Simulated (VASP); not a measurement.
# Sb (R-3m) in VASP: a series of runs

Sb is run at these levels: PBE; tasks: electric field gradients.

All numbers are computed with VASP 6.6.1; they aren't measurements. Logs are shortened: lines on timing, memory, paths and dates and some standing lists are left out, and cuts for length are marked.

**1. The cell of the first run**

The structure is trigonal, space group R-3m (No. 166). Conventional cell: a = 4.243 Å, b = 4.243 Å, c = 11.080 Å, α = 90.00°, β = 90.00°, γ = 120.00°. Sb (site symmetry 3m) has 6 Sb at 2.86 to 3.30 Å within 3.8 Å.

**2. Electric field gradients, PBE (volume scaled by 0.96)**

The input, INCAR:

```
PREC = Accurate
ENCUT = 520
EDIFF = 1E-8
ISMEAR = -1
SIGMA = 0.05
LREAL = F
LASPH = T
NELM = 80
ALGO = Normal
ISIF = 2
LWAVE = F
LCHARG = F
GGA = PE
LEFG = T
NBANDS = 12
```

The input, KPOINTS:

```
regular mesh
0
Gamma
  9 9 9
```

The input, POSCAR:

```
Sb
1.0
    2.1215346023      1.2248685738      3.6933992025
   -2.1215346023      1.2248685738      3.6933992025
    0.0000000000     -2.4497371474      3.6933992025
Sb
2
Direct
    0.2336400000      0.2336400000      0.2336400000
    0.7663600000      0.7663600000      0.7663600000
```

Potentials or basis: VASP PAW PBE potentials, release 64 (Sb).

Command:

```
> cat potpaw_PBE.64/Sb/POTCAR > POTCAR
> mpirun -np 1 vasp_std > vasp.out
```

OUTCAR:

```text
PREC = Accurate
   ENCUT = 520
   EDIFF = 1E-8
   ISMEAR = -1
   LREAL = F
   LASPH = T
   NELM = 80
   ISIF = 2
   GGA = PE

 ion  position               nearest neighbor table
   1  0.234  0.234  0.234-   2 2.86   2 2.86   2 2.86   2 3.30   2 3.30   2 3.30
   2  0.766  0.766  0.766-   1 2.86   1 2.86   1 2.86   1 3.30   1 3.30   1 3.30

  LATTYP: Found a trigonal (rhomboedric) cell.
 ALAT       =     4.4319758304
 COS(alpha) =     0.5417151843

  Lattice vectors:

 A1 = (   2.1215346023,   1.2248685738,   3.6933992025)
 A2 = (  -2.1215346023,   1.2248685738,   3.6933992025)
 A3 = (   0.0000000000,  -2.4497371474,   3.6933992025)

Analysis of symmetry for initial positions (statically):
=====================================================================
 Subroutine PRICEL returns:
 Original cell was already a primitive cell.

 Routine SETGRP: Setting up the symmetry group for a
 trigonal (rhombohedral) supercell.

 Subroutine GETGRP returns: Found 12 space group operations
 (whereof 12 operations were pure point group operations)
 out of a pool of 12 trial point group operations.

The static configuration has the point symmetry D_3d.

Analysis of symmetry for dynamics (positions and initial velocities):
=====================================================================
 Subroutine PRICEL returns:
 Original cell was already a primitive cell.

 Routine SETGRP: Setting up the symmetry group for a
 trigonal (rhombohedral) supercell.

 Subroutine GETGRP returns: Found 12 space group operations
 (whereof 12 operations were pure point group operations)
 out of a pool of 12 trial point group operations.

The dynamic configuration has the point symmetry D_3d.

 Subroutine INISYM returns: Found 12 space group operations
 (whereof 12 operations are pure point group operations),
 and found     1 'primitive' translations

----------------------------------------------------------------------------------------

                                     Primitive cell

  volume of cell :      57.5860

  direct lattice vectors                    reciprocal lattice vectors
     2.121534602  1.224868574  3.693399203     0.235678456  0.136069020  0.090251098
    -2.121534602  1.224868574  3.693399203    -0.235678456  0.136069020  0.090251098
     0.000000000 -2.449737147  3.693399203     0.000000000 -0.272138040  0.090251098

  length of vectors
     4.431975830  4.431975830  4.431975830     0.286713051  0.286713051  0.286713051

  position of ions in fractional coordinates (direct lattice)
     0.233640000  0.233640000  0.233640000
     0.766360000  0.766360000  0.766360000

  ion indices of the primitive-cell ions
   primitive index   ion index
                 1           1
                 2           2

----------------------------------------------------------------------------------------

 KPOINTS: regular mesh

Automatic generation of k-mesh.
 Grid dimensions read from file:
 generate k-points for:    9    9    9

 Generating k-lattice:

  Cartesian coordinates                     Fractional coordinates (reciprocal lattice)
     0.026186495  0.015118780  0.010027900     0.111111111  0.000000000  0.000000000
    -0.026186495  0.015118780  0.010027900     0.000000000  0.111111111  0.000000000
     0.000000000 -0.030237560  0.010027900    -0.000000000 -0.000000000  0.111111111

  Length of vectors
     0.031857006  0.031857006  0.031857006

  Shift w.r.t. Gamma in fractional coordinates (k-lattice)
     0.000000000  0.000000000  0.000000000

 Subroutine IBZKPT returns following result:
 ===========================================

 Found     85 irreducible k-points:

 Following reciprocal coordinates:
            Coordinates               Weight
  0.000000  0.000000  0.000000      1.000000
  0.111111  0.000000  0.000000      6.000000
  0.222222  0.000000  0.000000      6.000000
  0.333333  0.000000  0.000000      6.000000
  0.444444  0.000000  0.000000      6.000000
  0.111111  0.111111  0.000000      6.000000
[... 16 lines left out ...]
 -0.333333  0.333333  0.000000      6.000000
  0.444444  0.444444  0.000000      6.000000
 [... further k-points ...]
   k-points           NKPTS =     85   k-points in BZ     NKDIM =     85   number of bands    NBANDS=     12
   number of dos      NEDOS =    301   number of ions     NIONS =      2
   total plane-waves  NPLWV =  46656
   dimension x,y,z NGX =    36 NGY =   36 NGZ =   36
   dimension x,y,z NGXF=    72 NGYF=   72 NGZF=   72
   ions per type =               2
   NGX,Y,Z   is equivalent  to a cutoff of  13.50, 13.50, 13.50 a.u.
   NGXF,Y,Z  is equivalent  to a cutoff of  27.01, 27.01, 27.01 a.u.
 SYSTEM =  unknown system
   PREC   = accura    normal or accurate (medium, high low for compatibility)
   ISTART =      0    job   : 0-new  1-cont  2-samecut
   ICHARG =      2    charge: 1-file 2-atom 10-const
   ISPIN  =      1    spin polarized calculation?
   LNONCOLLINEAR =      F non collinear calculations
   LSORBIT =      F    spin-orbit coupling
   LASPH  =      T    aspherical Exc in radial PAW
   ENCUT  =  520.0 eV  38.22 Ry    6.18 a.u.   8.24  8.24  8.24*2*pi/ulx,y,z
   NELM   =     80;   NELMIN=  2; NELMDL= -5     # of ELM steps
   EDIFF  = 0.1E-07   stopping-criterion for ELM
   LREAL  =      F    real-space projection
   EDIFFG = 0.1E-06   stopping-criterion for IOM
   NSW    =      0    number of steps for IOM
   IBRION =     -1    ionic relax: 0-MD 1-quasi-New 2-CG
   NFREE  =      0    steps in history (QN), initial steepest desc. (CG)
   ISIF   =      2    stress and relaxation
   ISYM   =      2    0-nonsym 1-usesym 2-fastsym
   POTIM  = 0.5000    time-step for ionic-motion
   TEBEG  =    0.0;   TEEND  =   0.0 temperature during run
   PSTRESS=    0.0 pullay stress
   NELECT =      10.0000    total number of electrons
   NUPDOWN=      -1.0000    fix difference up-down
   EMIN   =  10.00;   EMAX   =-10.00  energy-range for DOS
   EFERMI =   0.00;   METHOD = LEGACY
   ISMEAR =    -1;   SIGMA  =   0.05  broadening in eV -4-tet -1-fermi 0-gaus
   EFERMI_NEDOS =   21; number of points for ismear=-14 and -15
   IALGO  =     38    algorithm
   IMIX   =      4    mixing-type and parameters
     AMIX     =   0.40;   BMIX     =  1.00
     AMIX_MAG =   1.60;   BMIX_MAG =  1.00
  volume/ion in A,a.u.               =      28.79       194.30
  Fermi-wavevector in a.u.,A,eV,Ry     =   0.913347  1.725976 11.350017  0.834203
  Thomas-Fermi vector in A             =   2.037848
   LORBIT       =      0    0 simple, 1 ext, 2 COOP (PROOUT), +10 PAW based schemes
   GGA     = PE    functional components
[... 5 lines left out ...]
 non-spin polarized calculation
  energy-cutoff  :      520.00
  volume of cell :       57.59
 maximum number of plane-waves:      1562
 NGX is ok and might be reduce to    36
   NGX = 17   NGY = 17   NGZ = 17

 number of electron      10.0000000 magnetization

 Free energy of the ion-electron system (eV)
  ---------------------------------------------------
  ext. energy  EPLUGINS =         0.00000000
  ---------------------------------------------------
  free energy    TOTEN  =        -8.18047692 eV

  energy without entropy =       -8.17819840  energy(sigma->0) =       -8.17933766

 E-fermi :   7.9460     XC(G=0):  -9.7378

 val. band max:        7.9458767509   @ k =   0.3333   0.2222   0.2222
 cond. band min:       8.0521915975   @ k =   0.4444   0.4444   0.4444
 fundamental gap:      0.1063148465
 Fermi energy:         7.9459959730

 k-point     1 :       0.0000    0.0000    0.0000
  band No.  band energies     occupation
      1      -5.2070      2.00000
      2       3.3779      2.00000
      3       5.7256      2.00000
      4       6.0024      2.00000
      5       6.0024      2.00000
      6       9.9954      0.00000
      7      10.6791      0.00000
      8      10.6791      0.00000
      9      12.9361      0.00000
     10      12.9361      0.00000
     11      13.1420      0.00000
     12      14.3627      0.00000
[... 331 lines left out ...]
 k-point    24 :       0.4444    0.4444    0.0000
  band No.  band energies     occupation
      1      -2.8354      2.00000
      2      -0.0521      2.00000
      3       2.3751      2.00000
      4       3.9903      2.00000
      5       4.0608      2.00000
      6       9.3056      0.00000
      7      13.0149      0.00000
      8      13.5587      0.00000
      9      14.7913      0.00000
     10      16.5538      0.00000
     11      17.7518      0.00000
     12      18.7623      0.00000

 [... further k-points ...]

------------------------ aborting loop because EDIFF is reached ----------------------------------------

  FORCE on cell =-STRESS in cart. coord.  units (eV):
  Direction    XX          YY          ZZ          XY          YZ          ZX
  --------------------------------------------------------------------------------------
  -------------------------------------------------------------------------------------
  Total        2.3144198      2.3144198      1.9390787     -0.0000000      0.0000000      0.0000000
  in kB       64.3925474     64.3925474     53.9496839     -0.0000000      0.0000000      0.0000000
  external PRESSURE =      60.9115929 kB  Pullay stress =       0.0000000 kB

 VOLUME and BASIS-vectors are now :
 -----------------------------------------------------------------------------
  energy-cutoff  :      520.00
  volume of cell :       57.59
      direct lattice vectors                 reciprocal lattice vectors
     2.121534602  1.224868574  3.693399203     0.235678456  0.136069020  0.090251098
    -2.121534602  1.224868574  3.693399203    -0.235678456  0.136069020  0.090251098
     0.000000000 -2.449737147  3.693399203     0.000000000 -0.272138040  0.090251098

 POSITION                                       TOTAL-FORCE (eV/Angst)
 -----------------------------------------------------------------------------------
      0.00000      0.00000      2.58878         0.000000      0.000000      0.485753
      0.00000      0.00000      8.49142         0.000000     -0.000000     -0.485753
 -----------------------------------------------------------------------------------
    total drift:                                0.000000     -0.000000      0.000000

  FREE ENERGIE OF THE ION-ELECTRON SYSTEM (eV)
  ---------------------------------------------------
  free  energy   TOTEN  =        -8.1804769195 eV

  energy  without entropy=       -8.1781983984  energy(sigma->0) =       -8.17933766

 Electric field gradients (V/A^2)
---------------------------------------------------------------------
 ion       V_xx      V_yy      V_zz      V_xy      V_xz      V_yz
---------------------------------------------------------------------
   1      22.898    22.898   -45.796     0.000    -0.000    -0.000
   2      22.898    22.898   -45.796    -0.000    -0.000    -0.000
---------------------------------------------------------------------

 Electric field gradients after diagonalization (V/A^2)
 (convention: |V_zz| > |V_xx| > |V_yy|)
----------------------------------------------------------------------
 ion       V_xx      V_yy      V_zz     asymmetry (V_yy - V_xx)/ V_zz
----------------------------------------------------------------------
   1      22.898    22.898   -45.796       0.000
   2      22.898    22.898   -45.796       0.000
----------------------------------------------------------------------

           NMR quadrupolar parameters

 Cq : quadrupolar parameter    Cq=e*Q*V_zz/h
 eta: asymmetry parameters     (V_yy - V_xx)/ V_zz
 Q  : nuclear electric quadrupole moment in mb (millibarn)
----------------------------------------------------------------------
 ion       Cq(MHz)       eta       Q (mb)
----------------------------------------------------------------------
   1      -0.111       0.000       1.000
   2      -0.111       0.000       1.000
----------------------------------------------------------------------
```

Run time: 36 s. Hardware: 1 thread of Intel Xeon 6975P-C, shared host; peak memory 0.22 GiB.

What came out:

```yaml
Free_energy: -8.1805 eV
Pressure: 6.1 GPa
Largest_force: 0.486 eV/Å
Band_gap_on_the_k_mesh: zero (band 5 reaches 7.95 eV, above the bottom of band 6 at 7.91 eV)
```

Forces on the atoms (eV/Å):
```
Sb   0.000  0.000  0.486
Sb   0.000  0.000 -0.486
```

Electric field gradients, principal values (V/Å²):
| atom | least | middle | greatest (by size) |
| --- | --- | --- | --- |
| 1 Sb | 22.898 | 22.898 | -45.796 |
| 2 Sb | 22.898 | 22.898 | -45.796 |

Caveat: without QUAD_EFG the Cq values of the log hold for a quadrupole moment of 1 mb, not for the nuclei; spin-orbit coupling is left out, which moves the levels of the heavy elements.

**3. Electric field gradients, PBE (volume scaled by 0.96)**

The input, INCAR:

```
SYSTEM = Sb
PREC = Accurate
ENCUT = 520
EDIFF = 1E-8
ISMEAR = -1
SIGMA = 0.05
LREAL = .FALSE.
LASPH = .TRUE.
NELM = 80
ALGO = Normal
ISIF = 2
LWAVE = .FALSE.
LCHARG = .FALSE.
GGA = PE
LEFG = .TRUE.
NBANDS = 12
```

The input, KPOINTS:

```
Automatic mesh
0
G
  9 9 9
  0 0 0
```

POSCAR is that of step 2.

Potentials or basis: VASP PAW PBE potentials, release 64 (Sb).

Command:

```
> cat potpaw_PBE.64/Sb/POTCAR > POTCAR
> mpirun -np 1 vasp_std > vasp.out
```

OUTCAR:

```text
SYSTEM = Sb
   PREC = Accurate
   ENCUT = 520
   EDIFF = 1E-8
   ISMEAR = -1
   LREAL = .FALSE.
   LASPH = .TRUE.
   NELM = 80
   ISIF = 2
   GGA = PE

 ion  position               nearest neighbor table
   1  0.234  0.234  0.234-   2 2.86   2 2.86   2 2.86   2 3.30   2 3.30   2 3.30
   2  0.766  0.766  0.766-   1 2.86   1 2.86   1 2.86   1 3.30   1 3.30   1 3.30

  LATTYP: Found a trigonal (rhomboedric) cell.
 ALAT       =     4.4319758304
 COS(alpha) =     0.5417151843

  Lattice vectors:

 A1 = (   2.1215346023,   1.2248685738,   3.6933992025)
[... 574 lines left out ...]
  free  energy   TOTEN  =        -8.1804769195 eV

  energy  without entropy=       -8.1781983984  energy(sigma->0) =       -8.17933766

 Electric field gradients (V/A^2)
---------------------------------------------------------------------
 ion       V_xx      V_yy      V_zz      V_xy      V_xz      V_yz
---------------------------------------------------------------------
   1      22.898    22.898   -45.796     0.000    -0.000    -0.000
   2      22.898    22.898   -45.796    -0.000    -0.000    -0.000
---------------------------------------------------------------------

 Electric field gradients after diagonalization (V/A^2)
 (convention: |V_zz| > |V_xx| > |V_yy|)
----------------------------------------------------------------------
 ion       V_xx      V_yy      V_zz     asymmetry (V_yy - V_xx)/ V_zz
----------------------------------------------------------------------
   1      22.898    22.898   -45.796       0.000
   2      22.898    22.898   -45.796       0.000
----------------------------------------------------------------------

           NMR quadrupolar parameters

 Cq : quadrupolar parameter    Cq=e*Q*V_zz/h
 eta: asymmetry parameters     (V_yy - V_xx)/ V_zz
 Q  : nuclear electric quadrupole moment in mb (millibarn)
----------------------------------------------------------------------
 ion       Cq(MHz)       eta       Q (mb)
----------------------------------------------------------------------
   1      -0.111       0.000       1.000
   2      -0.111       0.000       1.000
----------------------------------------------------------------------
```

Wall time 45 s (1 thread of Intel Xeon 6975P-C, shared host); peak memory 0.22 GiB.

Results:

- Free energy: -8.1805 eV
- Pressure: 6.1 GPa
- Largest force: 0.486 eV/Å
- Band gap on the k mesh: zero (band 5 reaches 7.95 eV, above the bottom of band 6 at 7.91 eV)

Forces in eV/Å, atoms in the order of the input:
```
Sb   0.000  0.000  0.486
Sb   0.000  0.000 -0.486
```

Levels at points of the mesh, in eV from the Fermi level:
```tsv
k point	band 1	band 2	band 3	band 4	band 5	band 6	band 7	band 8	band 9	band 10
(0.00, 0.00, 0.00)	-13.15	-4.57	-2.22	-1.94	-1.94	2.05	2.73	2.73	4.99	4.99
```

Electric field gradients, principal values (V/Å²):
```csv
atom,least,middle,greatest (by size)
1 Sb,22.898,22.898,-45.796
2 Sb,22.898,22.898,-45.796
```

Caveat: without QUAD_EFG the Cq values of the log hold for a quadrupole moment of 1 mb, not for the nuclei; spin-orbit coupling is left out, which moves the levels of the heavy elements.

**4. Electric field gradients, PBE (volume scaled by 0.98)**

The input, INCAR:

```
SYSTEM = Sb
  ALGO = Normal
  EDIFF = 1E-8
  ENCUT = 520
  GGA = PE
  ISIF = 2
  ISMEAR = -1
  LASPH = .TRUE.
  LCHARG = .FALSE.
  LEFG = .TRUE.
  LREAL = .FALSE.
  LWAVE = .FALSE.
  NBANDS = 12
  NELM = 60
  PREC = Accurate
  SIGMA = 0.05
```

The input, KPOINTS:

```
k-points
0
G
  9 9 9
  0 0 0
```

The input, POSCAR:

```
Sb
1.0
    2.1361663378      1.2333162102      3.7188717261
   -2.1361663378      1.2333162102      3.7188717261
    0.0000000000     -2.4666324202      3.7188717261
Sb
2
Direct
    0.2336400000      0.2336400000      0.2336400000
    0.7663600000      0.7663600000      0.7663600000
```

Potentials or basis: VASP PAW PBE potentials, release 64 (Sb).

Command:

```
> cat potpaw_PBE.64/Sb/POTCAR > POTCAR
> mpirun -np 1 vasp_std > vasp.out
```

OUTCAR:

```text
SYSTEM = Sb
   EDIFF = 1E-8
   ENCUT = 520
   GGA = PE
   ISIF = 2
   ISMEAR = -1
   LASPH = .TRUE.
   LREAL = .FALSE.
   NELM = 60
   PREC = Accurate

 ion  position               nearest neighbor table
   1  0.234  0.234  0.234-   2 2.88   2 2.88   2 2.88   2 3.32   2 3.32   2 3.32
   2  0.766  0.766  0.766-   1 2.88   1 2.88   1 2.88   1 3.32   1 3.32   1 3.32

  LATTYP: Found a trigonal (rhomboedric) cell.
 ALAT       =     4.4625421468
 COS(alpha) =     0.5417151843

  Lattice vectors:

 A1 = (   2.1361663378,   1.2333162102,   3.7188717261)
[... 574 lines left out ...]
  free  energy   TOTEN  =        -8.2203077093 eV

  energy  without entropy=       -8.2183050734  energy(sigma->0) =       -8.21930639

 Electric field gradients (V/A^2)
---------------------------------------------------------------------
 ion       V_xx      V_yy      V_zz      V_xy      V_xz      V_yz
---------------------------------------------------------------------
   1      23.043    23.043   -46.087    -0.000    -0.000    -0.000
   2      23.043    23.043   -46.087    -0.000    -0.000    -0.000
---------------------------------------------------------------------

 Electric field gradients after diagonalization (V/A^2)
 (convention: |V_zz| > |V_xx| > |V_yy|)
----------------------------------------------------------------------
 ion       V_xx      V_yy      V_zz     asymmetry (V_yy - V_xx)/ V_zz
----------------------------------------------------------------------
   1      23.043    23.043   -46.087       0.000
   2      23.043    23.043   -46.087       0.000
----------------------------------------------------------------------

           NMR quadrupolar parameters

 Cq : quadrupolar parameter    Cq=e*Q*V_zz/h
 eta: asymmetry parameters     (V_yy - V_xx)/ V_zz
 Q  : nuclear electric quadrupole moment in mb (millibarn)
----------------------------------------------------------------------
 ion       Cq(MHz)       eta       Q (mb)
----------------------------------------------------------------------
   1      -0.111       0.000       1.000
   2      -0.111       0.000       1.000
----------------------------------------------------------------------
```

It took 50 s on 1 thread of Intel Xeon 6975P-C, shared host; peak memory 0.22 GiB.

What came out:

```yaml
Free_energy: -8.2203 eV
Pressure: 4.6 GPa
Largest_force: 0.359 eV/Å
```

Forces in eV/Å, atoms in the order of the input:
```
Sb   0.000  0.000  0.359
Sb   0.000  0.000 -0.359
```

Stress tensor (GPa, compression positive):
```
4.84 0.00 0.00
0.00 4.84 0.00
0.00 0.00 4.05
```

Levels at points of the mesh, in eV from the Fermi level:
```
           k point  band 2  band 3  band 4  band 5  band 6  band 7  band 8  band 9
(0.00, 0.00, 0.00)   -4.66   -2.14   -1.88   -1.88    2.06    2.72    2.72    5.03
```

Electric field gradients, principal values (V/Å²):
| atom | least | middle | greatest (by size) |
| --- | --- | --- | --- |
| 1 Sb | 23.043 | 23.043 | -46.087 |
| 2 Sb | 23.043 | 23.043 | -46.087 |

Caveat: without QUAD_EFG the Cq values of the log hold for a quadrupole moment of 1 mb, not for the nuclei; spin-orbit coupling is left out, which moves the levels of the heavy elements.

(Part 1 of 2 ends here.)
